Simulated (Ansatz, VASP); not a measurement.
# Cd in VASP and in Ansatz

File INCAR:

```
ALGO     = Normal         # electronic algorithm
EDIFF    = 1E-6           # SCF threshold, eV
ENCUT    = 520            # plane-wave cutoff, eV
ISIF     = 2              # what is computed and relaxed
ISMEAR   = 1              # smearing method
LASPH    = True           # aspherical terms in the spheres
LCHARG   = False          # write CHGCAR
LREAL    = False          # projectors in reciprocal space
LWAVE    = False          # write WAVECAR
NBANDS   = 19             # bands
NELM     = 100            # most SCF steps
PREC     = Accurate       # precision mode
SIGMA    = 0.1            # smearing width, eV
```

KPOINTS

```
k-points
0
Gamma
  13 13 6
```

POSCAR

```
Cd
1.0
    2.8818641727      0.0000000000      0.0000000000
   -1.4409320863      2.4957675838      0.0000000000
    0.0000000000      0.0000000000      5.6383707528
Cd
2
Direct
    0.3333333333      0.6666666667      0.2500000000
    0.6666666667      0.3333333333      0.7500000000
```

Input for Ansatz:

```yaml
crystal:
  lattice:
    - [2.8818641727, 0.0, 0.0]
    - [-1.4409320863, 2.4957675838, 0.0]
    - [0.0, 0.0, 5.6383707528]
  atoms:
    - { symbol: Cd, position: [0.3333333333, 0.6666666667, 0.25] }
    - { symbol: Cd, position: [0.6666666667, 0.3333333333, 0.75] }
hamiltonian:
  xc: lda
  pseudopotentials:
    kind: paw
    azcp:
      Cd: "pseudopotentials/Cd.paw.azcp"
basis:
  ecutwfc: 420
  fft_grid_basis: typed
kpoints:
  mp_grid: { grid: [13, 13, 6], shift: [0, 0, 0] }
magnetization:
  spin_polarized: false
scf:
  occupations: { method: methfessel_paxton, width: 0.1 }
  lower_state_search: "off"
output:
  stress: true
  write_density: true
  write_potential: true
  elf: true
  volumetric_format: npy
```

Alike in both runs: task single point; functional LDA; k mesh 13 × 13 × 6; occupations methfessel-paxton of order 1, width 0.1 eV; no spin polarisation.

```csv
,VASP,Ansatz
version,VASP 6.6.1,Ansatz 0.2.0
potentials or method,"VASP PAW LDA potentials, release 64 (Cd), cutoff 520 eV","plane waves (420 eV) with PAW, scalar-relativistic"
valence electrons in the cell,24,40
```

```csv
,VASP,Ansatz,Ansatz less VASP
pressure (GPa),0.8,0.1,-0.71
"traceless stress, the component that is largest in VASP (GPa)",-2.45,-2.09,+0.359
```

Ansatz warns that its potentials were made for another functional, while VASP's fit it. LDA's correlation is that of Perdew and Zunger in VASP and of Perdew and Wang (1992) in Ansatz. VASP's potentials hold 24 valence electrons a cell and Ansatz's 40, so a difference there can come from the potentials and not from the codes.
